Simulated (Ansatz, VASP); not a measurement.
# One calculation of ZnCd3O4, two programs

Contents of INCAR:

```
SYSTEM = ZnCd3O4
  PREC = Accurate
  ENCUT = 600
  EDIFF = 1E-6
  ISMEAR = 0
  SIGMA = 0.1
  LREAL = .FALSE.
  LASPH = .TRUE.
  NELM = 120
  ALGO = Normal
  ISIF = 2
  LWAVE = .FALSE.
  LCHARG = .FALSE.
  GGA = PE
  NBANDS = 46
  GGA_COMPAT = .FALSE.
```

File KPOINTS:

```
regular mesh
0
G
  12 12 4
  0 0 0
```

Contents of POSCAR:

```
ZnCd3O4
1.0
    3.3252980000      0.0000000000      0.0000000000
    0.0000000000      3.3252980000      0.0000000000
    0.0000000000      0.0000000000      9.2687760000
Zn Cd O
1 3 4
Direct
    0.0000000000      0.0000000000      0.0000000000
    0.5000000000      0.5000000000      0.2415340000
    0.0000000000      0.0000000000      0.5000000000
    0.5000000000      0.5000000000      0.7584660000
    0.0000000000      0.0000000000      0.2318760000
    0.5000000000      0.5000000000      0.5000000000
    0.0000000000      0.0000000000      0.7681240000
    0.5000000000      0.5000000000      0.0000000000
```

Input for Ansatz:

```yaml
crystal:
  lattice:
    - [3.325298, 0.0, 0.0]
    - [0.0, 3.325298, 0.0]
    - [0.0, 0.0, 9.268776]
  atoms:
    - { symbol: Zn, position: [0.0, 0.0, 0.0] }
    - { symbol: Cd, position: [0.5, 0.5, 0.241534] }
    - { symbol: Cd, position: [0.0, 0.0, 0.5] }
    - { symbol: Cd, position: [0.5, 0.5, 0.758466] }
    - { symbol: O, position: [0.0, 0.0, 0.231876] }
    - { symbol: O, position: [0.5, 0.5, 0.5] }
    - { symbol: O, position: [0.0, 0.0, 0.768124] }
    - { symbol: O, position: [0.5, 0.5, 0.0] }
basis:
  ecutwfc: 420
kpoints:
  mp_grid: { grid: [12, 12, 4] }
  band_path:
    path:
      - [[0.0, 0.0, 0.0], [0.0, 0.5, 0.0], [0.5, 0.5, 0.0], [0.0, 0.0, 0.0], [0.0, 0.0, 0.5], [0.0, 0.5, 0.5], [0.5, 0.5, 0.5], [0.0, 0.0, 0.5]]
      - [[0.0, 0.5, 0.0], [0.0, 0.5, 0.5]]
      - [[0.5, 0.5, 0.0], [0.5, 0.5, 0.5]]
    npoints: 14
hamiltonian:
  xc: pbe
scf:
  occupations: { method: gaussian, width: 0.1 }
  n_extra_bands: 20
output:
  forces: true
  stress: true
  eigenvalues: true
  populations: true
  dos: { projected: true, de: 0.02, nscf_kmesh: { grid: [15, 15, 5] } }
  bader: true
  write_density: true
  write_potential: true
  elf: true
  volumetric_format: npy
```

Alike in both runs: task single point; functional PBE; k mesh 12 × 12 × 4; occupations gaussian, width 0.1 eV; no spin polarisation.

```csv
,VASP,Ansatz
version,VASP 6.6.1,Ansatz 0.2.0
potentials or method,"VASP PAW PBE potentials, release 64 (Zn, Cd, O), cutoff 600 eV","scalar-relativistic, plane waves, PAW"
valence electrons in the cell,72,96
```

|  | VASP | Ansatz | Ansatz less VASP |
| --- | --- | --- | --- |
| gap on the k mesh at the Fermi level (eV) | none | none | - |
| pressure (GPa) | 1.0 | 0.0 | -1.00 |
| traceless stress, the component that is largest in VASP (GPa) | 0.09 | 0.00 | -0.092 |
| rms of the force components (eV/Å) | 0.015 | 0.002 | -0.0132 |

Atom by atom the forces differ by 0.014 eV/Å (rms over components). A gap of «none» marks a metal or a gap that the smearing closes. VASP's potentials hold 72 valence electrons a cell and Ansatz's 96, so a difference there can come from the potentials and not from the codes.
